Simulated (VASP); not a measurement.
Here is a VASP 6.6.1 calculation.

The input INCAR:

```
SYSTEM = Si2S
ALGO = Normal
EDIFF = 1E-6
ENCUT = 520
GGA = PE
ISIF = 2
ISMEAR = 0
LASPH = .TRUE.
LCHARG = .FALSE.
LREAL = .FALSE.
LWAVE = .FALSE.
NBANDS = 23
NELM = 80
PREC = Accurate
SIGMA = 0.1
```

KPOINTS

```
k-points
0
G
  6 6 2
  0 0 0
```

File POSCAR:

```
Si2S
1.0
    2.7159789130      0.0000000000      0.0000000000
   -1.3579894565      2.3521067348      0.0000000000
    0.0000000000      0.0000000000      9.4629742480
Si S
4 2
Direct
    0.6666666667      0.3333333333      0.8993957694
    0.3333333333      0.6666666667      0.3993957694
    0.6666666667      0.3333333333      0.6006042306
    0.3333333333      0.6666666667      0.1006042306
    0.0000000000      0.0000000000      0.7500000000
    0.0000000000      0.0000000000      0.2500000000
```

Potentials or basis: VASP PAW PBE potentials, release 64 (Si, S).

Command:

```console
$ cat potpaw_PBE.64/Si/POTCAR potpaw_PBE.64/S/POTCAR > POTCAR
$ mpirun -np 1 vasp_std > vasp.out
```

Q: Estimate the band gap on the k mesh.

A: Zero (band 14 reaches 20.40 eV, above the bottom of band 15 at 12.24 eV).

Q: Estimate the largest force.

A: 5.462 eV/Å.

Q: What does it give for the pressure?

A: 96.2 GPa.

Forces in eV/Å, atoms in the order of the input:
```
Si   0.000  0.000  5.462
Si   0.000  0.000  5.462
Si   0.000  0.000 -5.462
Si   0.000  0.000 -5.462
S    0.000  0.000  0.000
S    0.000  0.000  0.000
```

Caveat: the k points lie up to 0.45 Å⁻¹ apart; forces of over 1 eV/Å act on the atoms, so gaps and moduli don't describe the material at rest.
